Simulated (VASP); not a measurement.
A run of VASP 6.6.1 is set up as follows.

File POSCAR:

```
CdTe
1.0
    3.7610753690      0.0000000000      0.0000000000
    0.0000000000      3.7610753690      0.0000000000
    0.0000000000      0.0000000000      3.7610753690
Cd Te
1 1
Direct
    0.0000000000      0.0000000000      0.0000000000
    0.5000000000      0.5000000000      0.5000000000
```

INCAR.step1

```
SYSTEM = CdTe
PREC = Accurate ; ENCUT = 520
EDIFF = 1E-5 ; ISMEAR = -1
SIGMA = 0.02 ; LREAL = .False.
LASPH = .True. ; NELM = 60
ALGO = Normal ; ISIF = 2
LWAVE = .True. ; GGA = PE
NBANDS = 16
```

Contents of INCAR.step2:

```
SYSTEM = CdTe
PREC = Accurate ; ENCUT = 520
EDIFF = 1E-6 ; ISMEAR = -1
SIGMA = 0.02 ; LREAL = .False.
LASPH = .True. ; NELM = 60
ALGO = Normal ; ISIF = 2
LWAVE = .False. ; LCHARG = .True.
GGA = PE ; LHFCALC = .True.
AEXX = 0.05 ; HFSCREEN = 0.5
PRECFOCK = Normal ; LELF = .True.
LVHAR = .True. ; ISTART = 1
NBANDS = 16
```

The input KPOINTS:

```
Automatic mesh
0
Gamma
  4 4 4
  0 0 0
```

Potentials or basis: VASP PAW PBE potentials, release 64 (Cd, Te).

The run is started by

```bash
$ cat potpaw_PBE.64/Cd/POTCAR potpaw_PBE.64/Te/POTCAR > POTCAR
$ cp INCAR.step1 INCAR
$ mpirun -np 1 vasp_std > vasp.out
$ cp INCAR.step2 INCAR
$ mpirun -np 1 vasp_std > vasp.out
```

Task: Estimate the pressure.

Result: 1.6 GPa.

Task: Estimate the band gap on the k mesh.

Result: Zero (bands 9 and 10 overlap by 1.52 eV).

Caveat: the k points lie up to 0.42 Å⁻¹ apart, too coarse for converged energies and pressures of a metal; the PAW data sets were made with another functional, which shifts forces and pressure a little; spin-orbit coupling is left out, which moves the levels of the heavy elements.
